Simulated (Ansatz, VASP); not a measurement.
## WC in VASP and in Ansatz

Contents of INCAR:

```
SYSTEM = WC
PREC = Accurate ; ENCUT = 910
EDIFF = 1E-8 ; ISMEAR = -1
SIGMA = 0.05 ; LREAL = .FALSE.
LASPH = .TRUE. ; NELM = 120
ALGO = Normal ; ISIF = 2
LWAVE = .FALSE. ; LCHARG = .FALSE.
GGA = PS ; LEFG = .TRUE.
NBANDS = 16 ; GGA_COMPAT = .FALSE.
```

File KPOINTS:

```
Automatic mesh
0
G
  14 14 13
  0 0 0
```

Contents of POSCAR:

```
WC
1.0
    2.9101377242      0.0000000000      0.0000000000
   -1.4550688621      2.5202531977      0.0000000000
    0.0000000000      0.0000000000      2.8383987401
W C
1 1
Direct
    0.0000000000      0.0000000000      0.0000000000
    0.6666666667      0.3333333333      0.5000000000
```

Input for Ansatz:

```yaml
crystal:
  lattice:
    - [2.9101377242, 0.0, 0.0]
    - [-1.4550688621, 2.5202531977, 0.0]
    - [0.0, 0.0, 2.8383987401]
  atoms:
    - { symbol: W, position: [0.0, 0.0, 0.0] }
    - { symbol: C, position: [0.6666666667, 0.3333333333, 0.5] }
kpoints:
  mp_grid: { grid: [14, 14, 13] }
scf:
  occupations: { method: fermi_dirac, width: 0.05 }
hamiltonian:
  xc: pbesol
  pseudopotentials: { kind: paw }
output:
  forces: true
  stress: true
  eigenvalues: true
  efg: { contact_densities: true }
  write_density: true
  write_potential: true
  elf: true
  volumetric_format: npy
```

Change from the starting cell: volume scaled by 1.01, PAW files.

Alike in both runs: task electric field gradients; functional PBEsol; k mesh 14 × 14 × 13; occupations fermi-dirac, width 0.05 eV; no spin polarisation.

```csv
,VASP,Ansatz
version,VASP 6.6.1,Ansatz 0.2.0
potentials or method,"VASP PAW PBE potentials, release 64 (W_sv, C_h)","PAW with Ansatz's default frozen-core files, scalar-relativistic"
plane-wave cutoff (eV),910,420
valence electrons in the cell,18,18
```

VASP gave:

| Property | Result |
| --- | --- |
| size of Vzz on the site where it differs most (V/Å²) | 138.4 |

Task: Estimate Ansatz's values.

Result: Size of Vzz on the site where it differs most (V/Å²): 133.8.

VASP's potentials were made for PBE, not for PBEsol.

Spin-orbit coupling is off throughout. Noted on VASP's run: the cutoff is short for stress, so the pressure is rough.
